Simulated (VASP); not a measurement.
In3Sb, 4 atoms in the cell. The structure is cubic, space group Pm-3m (No. 221). The conventional cell has a = 4.837 Å, b = 4.837 Å, c = 4.837 Å, α = 90.00°, β = 90.00°, γ = 90.00°. In (site symmetry 4/mmm) has 8 In at 3.42 Å and 4 Sb at 3.42 Å within 4.5 Å. Within 4.5 Å of Sb (site symmetry m-3m) lie 12 In at 3.42 Å. 

* Program: VASP 6.6.1
* Task: single point
* Functional: PBEsol
* Potentials or basis: VASP PAW PBE potentials, release 64 (In_d, Sb)
* Cutoff: 520 eV
* k mesh: 10 × 10 × 10
* Occupations: methfessel-paxton, width 0.02 eV
* Spin: no spin polarisation
* Dipole correction: no
* Further INCAR settings: ALGO = Fast; EDIFF = 1e-06; NBANDS = 30

Potentials or basis: VASP PAW PBE potentials, release 64 (In_d, Sb).

The run is started by

```sh
$ cat potpaw_PBE.64/In_d/POTCAR potpaw_PBE.64/Sb/POTCAR > POTCAR
$ mpirun -np 1 vasp_std > vasp.out
```

Hardware: 1 thread of AMD EPYC 7R13 Processor (Zen 3) (shared host).

Task: Estimate the wall time of this run.

Result: It took 120 s on 1 thread of AMD EPYC 7R13 Processor (Zen 3), with other jobs on the host, peak memory 0.28 GiB. Counts: scf iterations 15, k points 56.
